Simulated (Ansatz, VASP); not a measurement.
**ZrOs in VASP and in Ansatz**

```
CELL_PARAMETERS angstrom
3.26300 0.00000 0.00000
0.00000 3.26300 0.00000
0.00000 0.00000 3.26300
ATOMIC_POSITIONS crystal
Zr 0.50000 0.50000 0.50000
Os 0.00000 0.00000 0.00000
```

Alike in both runs: task electric field gradients; functional LDA; k mesh 13 × 13 × 13; occupations fermi-dirac, width 0.03 eV; no spin polarisation.

|  | VASP | Ansatz |
| --- | --- | --- |
| version | VASP 6.6.1 | Ansatz 0.2.0 |
| potentials or method | VASP PAW LDA potentials, release 64 (Zr_sv, Os) | PAW with Ansatz's default frozen-core files, scalar-relativistic |
| plane-wave cutoff (eV) | 520 | 420 |
| valence electrons in the cell | 20 | 28 |

Ansatz gave:

- pressure (GPa): -7.5

**Question.** What did VASP give for the same quantities?

**Answer.** Pressure (GPa): -7.2.

LDA's correlation is that of Perdew and Zunger in VASP and of Perdew and Wang (1992) in Ansatz. VASP's potentials hold 20 valence electrons a cell and Ansatz's 28, so a difference there can come from the potentials and not from the codes.

Neither program's run includes spin-orbit coupling.
